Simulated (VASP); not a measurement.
# BaTiO3 (Pm-3m) in VASP: a series of runs

The runs below take BaTiO3 through single point, with HSE06, r2SCAN.

Program: VASP 6.6.1. These are calculated values, not measurements. Logs are shortened: lines on timing, memory, paths and dates and some standing lists are left out, and cuts for length are marked.

### 1 The cell of the first run

It takes space group Pm-3m (No. 221, cubic). The conventional cell has a = 3.954 Å, b = 3.954 Å, c = 3.954 Å, α = 90.00°, β = 90.00°, γ = 90.00°. Ba (site symmetry m-3m) has 12 O at 2.80 Å and 8 Ti at 3.42 Å within 3.7 Å. Ti (site symmetry m-3m) has 6 O at 1.98 Å within 2.6 Å. O (site symmetry 4/mmm) has 2 Ti at 1.98 Å within 2.6 Å.

### 2 Single point, HSE06 (strain -1.0%)

Input file POSCAR:

```
BaTiO3
1.0
    3.9541555552      0.0000000000      0.0000000000
    0.0000000000      3.9541555552      0.0000000000
    0.0000000000      0.0000000000      3.9541555552
Ba Ti O
1 1 3
Direct
    0.0000000000      0.0000000000      0.0000000000
    0.5000000000      0.5000000000      0.5000000000
    0.5000000000      0.5000000000      0.0000000000
    0.5000000000      0.0000000000      0.5000000000
    0.0000000000      0.5000000000      0.5000000000
```

Input file INCAR.step1:

```
SYSTEM = BaTiO3
PREC = Accurate
ENCUT = 520
EDIFF = 1E-5
ISMEAR = 0
SIGMA = 0.01
LREAL = .FALSE.
LASPH = .TRUE.
NELM = 60
ALGO = Normal
ISIF = 2
LWAVE = .TRUE.
LCHARG = .FALSE.
GGA = PE
NBANDS = 28
```

Input file INCAR.step2:

```
SYSTEM = BaTiO3
PREC = Accurate
ENCUT = 520
EDIFF = 1E-7
ISMEAR = 0
SIGMA = 0.01
LREAL = .FALSE.
LASPH = .TRUE.
NELM = 60
ALGO = Normal
ISIF = 2
LWAVE = .FALSE.
LCHARG = .FALSE.
GGA = PE
LHFCALC = .TRUE.
HFSCREEN = 0.2079
PRECFOCK = Fast
ISTART = 1
NBANDS = 28
```

Input file KPOINTS:

```
Automatic mesh
0
G
  4 4 4
  0 0 0
```

Potentials or basis: VASP PAW PBE potentials, release 64 (Ba_sv, Ti_sv, O).

Run with:

```sh
cat potpaw_PBE.64/Ba_sv/POTCAR potpaw_PBE.64/Ti_sv/POTCAR potpaw_PBE.64/O/POTCAR > POTCAR
cp INCAR.step1 INCAR
mpirun -np 1 vasp_std > vasp.out
cp INCAR.step2 INCAR
mpirun -np 1 vasp_std > vasp.out
```

OUTCAR:

```text
SYSTEM = BaTiO3
   PREC = Accurate
   ENCUT = 520
   EDIFF = 1E-7
   ISMEAR = 0
   LREAL = .FALSE.
   LASPH = .TRUE.
   NELM = 60
   ISIF = 2
   GGA = PE
   LHFCALC = .TRUE.
   HFSCREEN = 0.2079
   PRECFOCK = Fast
   ISTART = 1

 ion  position               nearest neighbor table
   1  0.000  0.000  0.000-   3 2.80   4 2.80   5 2.80   4 2.80   5 2.80   3 2.80   5 2.80   5 2.80
                             3 2.80   4 2.80   4 2.80   3 2.80   2 3.42   2 3.42   2 3.42   2 3.42
   2  0.500  0.500  0.500-   3 1.98   4 1.98   5 1.98   3 1.98   4 1.98   5 1.98   1 3.42   1 3.42
                             1 3.42   1 3.42   1 3.42   1 3.42   1 3.42   1 3.42
   3  0.500  0.500  0.000-   2 1.98   2 1.98   1 2.80   1 2.80   1 2.80   1 2.80
   4  0.500  0.000  0.500-   2 1.98   2 1.98   1 2.80   1 2.80   1 2.80   1 2.80
   5  0.000  0.500  0.500-   2 1.98   2 1.98   1 2.80   1 2.80   1 2.80   1 2.80

  LATTYP: Found a simple cubic cell.
 ALAT       =     3.9541555552

  Lattice vectors:

 A1 = (   3.9541555552,   0.0000000000,   0.0000000000)
 A2 = (   0.0000000000,   3.9541555552,   0.0000000000)
 A3 = (   0.0000000000,   0.0000000000,   3.9541555552)

Analysis of symmetry for initial positions (statically):
=====================================================================
 Subroutine PRICEL returns:
 Original cell was already a primitive cell.

 Routine SETGRP: Setting up the symmetry group for a
 simple cubic supercell.

 Subroutine GETGRP returns: Found 48 space group operations
 (whereof 48 operations were pure point group operations)
 out of a pool of 48 trial point group operations.

The static configuration has the point symmetry O_h .

Analysis of symmetry for dynamics (positions and initial velocities):
=====================================================================
 Subroutine PRICEL returns:
 Original cell was already a primitive cell.

 Routine SETGRP: Setting up the symmetry group for a
 simple cubic supercell.

 Subroutine GETGRP returns: Found 48 space group operations
 (whereof 48 operations were pure point group operations)
 out of a pool of 48 trial point group operations.

The dynamic configuration has the point symmetry O_h .

 Subroutine INISYM returns: Found 48 space group operations
 (whereof 48 operations are pure point group operations),
 and found     1 'primitive' translations

----------------------------------------------------------------------------------------

[... 94 lines left out ...]
   NELECT =      40.0000    total number of electrons
   NUPDOWN=      -1.0000    fix difference up-down
   EMIN   =  10.00;   EMAX   =-10.00  energy-range for DOS
   EFERMI =   0.00;   METHOD = LEGACY
   ISMEAR =     0;   SIGMA  =   0.01  broadening in eV -4-tet -1-fermi 0-gaus
   EFERMI_NEDOS =   21; number of points for ismear=-14 and -15
   IALGO  =     38    algorithm
   IMIX   =      1    mixing-type and parameters
     AMIX     =   0.40;   BMIX     =  1.00
     AMIX_MAG =   1.60;   BMIX_MAG =  1.00
  volume/ion in A,a.u.               =      12.36        83.44
  Fermi-wavevector in a.u.,A,eV,Ry     =   1.415928  2.675715 27.277657  2.004851
  Thomas-Fermi vector in A             =   2.537315
   LORBIT       =      0    0 simple, 1 ext, 2 COOP (PROOUT), +10 PAW based schemes
   GGA     = PE    functional components
   LHFCALC =     T    Hartree Fock is set to
   PRECFOCK=fast      Normal, Fast or Accurate (Low or Medium for compatibility)
   ENCUT4O =  -1.0   cutoff for four orbital integrals eV
   NKREDX  =     1    reduce k-point grid by
   NKREDY  =     1    reduce k-point grid by
   NKREDZ  =     1    reduce k-point grid by
   AEXX    =    0.2500 exact exchange contribution
   HFSCREEN=    0.2079 screening length (either q_TF or 0.3 A-1)
   HFSCREENC=   0.2079 screening length for correlation (either q_TF or 0.3 A-1)
   ENCUTFOCK=  -1.0 apply spherical cutoff to Coloumb kernel
   IVDW    =     0    specifies the selected vdW correction
   LEPSILON=     F    determine dielectric tensor
   LRPA    =     F    only Hartree local field effects (RPA)
 non-spin polarized calculation
 Gauss-broadening in eV      SIGMA  =   0.01
  energy-cutoff  :      520.00
  volume of cell :       61.82
 maximum number of plane-waves:      1743
 NGX is ok and might be reduce to    30
  NGX = 16; NGY = 16; NGZ = 16

 number of electron      39.9999982 magnetization

 Free energy of the ion-electron system (eV)
  ---------------------------------------------------
  ext. energy  EPLUGINS =         0.00000000
  ---------------------------------------------------
  free energy    TOTEN  =       -48.35000153 eV

  energy without entropy =      -48.35000153  energy(sigma->0) =      -48.35000153

 E-fermi :   3.1241     XC(G=0):  -9.4079

 val. band max:        3.0793339522   @ k =   0.5000   0.5000   0.5000
 cond. band min:       6.2984335276   @ k =   0.0000   0.0000   0.0000
 fundamental gap:      3.2190995754
 Fermi energy:         3.1241006114

 k-point     1 :       0.0000    0.0000    0.0000
  band No.  band energies     occupation
      1     -57.8071      2.00000
      2     -32.3717      2.00000
      3     -32.3717      2.00000
      4     -32.3717      2.00000
      5     -22.9773      2.00000
      6     -15.5161      2.00000
[... 299 lines left out ...]
     27      12.9996      0.00000
     28      12.9996      0.00000

------------------------ aborting loop because EDIFF is reached ----------------------------------------

  FORCE on cell =-STRESS in cart. coord.  units (eV):
  Direction    XX          YY          ZZ          XY          YZ          ZX
  --------------------------------------------------------------------------------------
  -------------------------------------------------------------------------------------
  Total        2.0402403      2.0402403      2.0402403     -0.0000000      0.0000000     -0.0000000
  in kB       52.8725973     52.8725973     52.8725973     -0.0000000      0.0000000     -0.0000000
  external PRESSURE =      52.8725973 kB  Pullay stress =       0.0000000 kB

 VOLUME and BASIS-vectors are now :
 -----------------------------------------------------------------------------
  energy-cutoff  :      520.00
  volume of cell :       61.82
      direct lattice vectors                 reciprocal lattice vectors
     3.954155555  0.000000000  0.000000000     0.252898498  0.000000000  0.000000000
     0.000000000  3.954155555  0.000000000     0.000000000  0.252898498  0.000000000
     0.000000000  0.000000000  3.954155555     0.000000000  0.000000000  0.252898498

 POSITION                                       TOTAL-FORCE (eV/Angst)
 -----------------------------------------------------------------------------------
      0.00000      0.00000      0.00000         0.000000      0.000000      0.000000
      1.97708      1.97708      1.97708         0.000000      0.000000      0.000000
      1.97708      1.97708      0.00000         0.000000      0.000000      0.000000
      1.97708      0.00000      1.97708         0.000000      0.000000      0.000000
      0.00000      1.97708      1.97708         0.000000      0.000000      0.000000
 -----------------------------------------------------------------------------------
    total drift:                               -0.000000      0.000001      0.000001

  FREE ENERGIE OF THE ION-ELECTRON SYSTEM (eV)
  ---------------------------------------------------
  free  energy   TOTEN  =       -48.3500015335 eV

  energy  without entropy=      -48.3500015334  energy(sigma->0) =      -48.35000153
```

Wall time 37 min (1 thread of Oxide Virtual Turin-like, shared host); peak memory 0.25 GiB.

Results:

- Free energy: -48.3500 eV
- Pressure: 5.3 GPa
- Band gap on the k mesh: 3.22 eV (least direct gap 3.30 eV)

Levels at points of the mesh, in eV from the valence-band top:
```tsv
k point	band 17	band 18	band 19	band 20	band 21	band 22	band 23	band 24
(0.00, 0.00, 0.00)	-1.24	-0.08	-0.08	-0.08	3.22	3.22	3.22	5.53
(0.50, 0.00, 0.00)	-1.97	-1.97	-0.76	-0.76	3.41	5.27	5.27	5.54
(0.50, 0.50, 0.00)	-1.91	-0.89	-0.89	-0.10	5.28	5.28	5.82	6.54
(0.50, 0.50, 0.50)	-2.50	0.00	0.00	0.00	6.11	6.11	6.11	8.50
```

Caveat: the cell differs from its parent crystal (strain -1.0%); the cell stands under pressure; the PAW data sets were made with another functional, which shifts forces and pressure a little; spin-orbit coupling is left out, which moves the levels of the heavy elements. A k mesh can miss the band edges.

### 3 Single point, HSE06 (strain +4.0%)

POSCAR, as its differences from that of step 2:

```diff
@@ -2,5 +2,5 @@
 1.0
-    3.9541555552      0.0000000000      0.0000000000
-    0.0000000000      3.9541555552      0.0000000000
-    0.0000000000      0.0000000000      3.9541555552
+    4.1538603812      0.0000000000      0.0000000000
+    0.0000000000      4.1538603812      0.0000000000
+    0.0000000000      0.0000000000      4.1538603812
 Ba Ti O
```

Input file INCAR.step1:

```
ALGO = Normal
EDIFF = 1E-5
ENCUT = 520
GGA = PE
ISIF = 2
ISMEAR = 0
LASPH = True
LCHARG = False
LREAL = False
LWAVE = True
NBANDS = 28
NELM = 60
PREC = Accurate
SIGMA = 0.01
```

Input file INCAR.step2:

```
ALGO = Normal
EDIFF = 1E-6
ENCUT = 520
GGA = PE
HFSCREEN = 0.2079
ISIF = 2
ISMEAR = 0
ISTART = 1
LASPH = True
LCHARG = False
LHFCALC = True
LREAL = False
LWAVE = False
NBANDS = 28
NELM = 60
PREC = Accurate
PRECFOCK = Fast
SIGMA = 0.01
```

Input file KPOINTS:

```
k-points
0
Gamma
  4 4 4
```

Potentials or basis: VASP PAW PBE potentials, release 64 (Ba_sv, Ti_sv, O).

Run with:

```sh
cat potpaw_PBE.64/Ba_sv/POTCAR potpaw_PBE.64/Ti_sv/POTCAR potpaw_PBE.64/O/POTCAR > POTCAR
cp INCAR.step1 INCAR
mpirun -np 1 vasp_std > vasp.out
cp INCAR.step2 INCAR
mpirun -np 1 vasp_std > vasp.out
```

Run time: 42 min. Hardware: 1 thread of Oxide Virtual Turin-like, shared host; peak memory 0.27 GiB.

The run converged. Its results:

```
Free energy            : -47.9028 eV
Pressure               : -17.0 GPa
Band gap on the k mesh : 2.82 eV (least direct gap 3.02 eV)
```

Levels at points of the mesh, in eV from the valence-band top:
```csv
k point,band 16,band 17,band 18,band 19,band 20,band 21,band 22,band 23,band 24,band 25
"(0.00, 0.00, 0.00)",-1.00,-1.00,-0.20,-0.20,-0.20,2.82,2.82,2.82,4.40,4.40
"(0.50, 0.00, 0.00)",-1.78,-1.78,-1.68,-0.72,-0.72,2.95,4.40,4.40,4.41,6.34
"(0.50, 0.50, 0.00)",-2.46,-1.90,-0.97,-0.97,-0.07,4.41,4.41,4.88,5.20,8.20
"(0.50, 0.50, 0.50)",-2.56,-2.56,0.00,0.00,0.00,5.07,5.07,5.07,7.81,7.81
```

Caveat: the cell differs from its parent crystal (strain +4.0%); the cell stands under tension; the PAW data sets were made with another functional, which shifts forces and pressure a little; spin-orbit coupling is left out, which moves the levels of the heavy elements. A k mesh can miss the band edges.

### 4 Single point, r2SCAN, non-collinear spin, zero start, spin-orbit coupling

This run uses another cell than the first one, of 12.74 Å³/atom.

POSCAR, as its differences from that of step 3:

```diff
@@ -2,5 +2,5 @@
 1.0
-    4.1538603812      0.0000000000      0.0000000000
-    0.0000000000      4.1538603812      0.0000000000
-    0.0000000000      0.0000000000      4.1538603812
+    3.9940965204      0.0000000000      0.0000000000
+    0.0000000000      3.9940965204      0.0000000000
+    0.0000000000      0.0000000000      3.9940965204
 Ba Ti O
```

Input file INCAR.step1:

```
SYSTEM = BaTiO3
ALGO = Normal
EDIFF = 1E-4
ENCUT = 520
GGA = PE
GGA_COMPAT = .FALSE.
ISMEAR = 0
LASPH = .TRUE.
LCHARG = .FALSE.
LMAXMIX = 4
LNONCOLLINEAR = .TRUE.
LREAL = .FALSE.
LSORBIT = .TRUE.
LWAVE = .TRUE.
MAGMOM = 0 0 0 0 0 0 0 0 0 0 0 0 0 0 0
NBANDS = 55
NELM = 150
PREC = Accurate
SIGMA = 0.01
```

Input file INCAR.step2:

```
SYSTEM = BaTiO3
ALGO = Normal
EDIFF = 1E-6
ENCUT = 520
GGA_COMPAT = .FALSE.
ISIF = 2
ISMEAR = 0
ISTART = 1
LASPH = .TRUE.
LCHARG = .FALSE.
LMAXMIX = 4
LMIXTAU = .TRUE.
LNONCOLLINEAR = .TRUE.
LORBIT = 11
LORBMOM = .TRUE.
LREAL = .FALSE.
LSORBIT = .TRUE.
LWAVE = .FALSE.
MAGMOM = 0 0 0 0 0 0 0 0 0 0 0 0 0 0 0
METAGGA = R2SCAN
NBANDS = 55
NELM = 150
PREC = Accurate
SIGMA = 0.01
```

Input file KPOINTS:

```
k-points
0
G
  6 6 6
  0 0 0
```

Run with:

```sh
cat potpaw_PBE.64/Ba_sv/POTCAR potpaw_PBE.64/Ti_sv/POTCAR potpaw_PBE.64/O/POTCAR > POTCAR
cp INCAR.step1 INCAR
mpirun -np 1 vasp_ncl > vasp.out
cp INCAR.step2 INCAR
mpirun -np 1 vasp_ncl > vasp.out
```

It took 16 min on 1 thread of Oxide Virtual Turin-like, shared host; peak memory 0.36 GiB.

It converged, with:

```yaml
Free_energy: -74.4156 eV
Pressure: 2.0 GPa
Net_moment: 0.00 μB per cell
Valence_electrons_inside_the_program's_atomic_spheres: Ba 8.00; Ti 10.11; O 5.07
```

Moments on the atoms (μB; x, y, z):
```
Ba  0.00 0.00 0.00
Ti  0.00 0.00 0.00
O   0.00 0.00 0.00
O   0.00 0.00 0.00
O   0.00 0.00 0.00
```

Caveat: the PAW data sets were made with another functional, which shifts forces and pressure a little.

(Continued in part 2 of 2.)
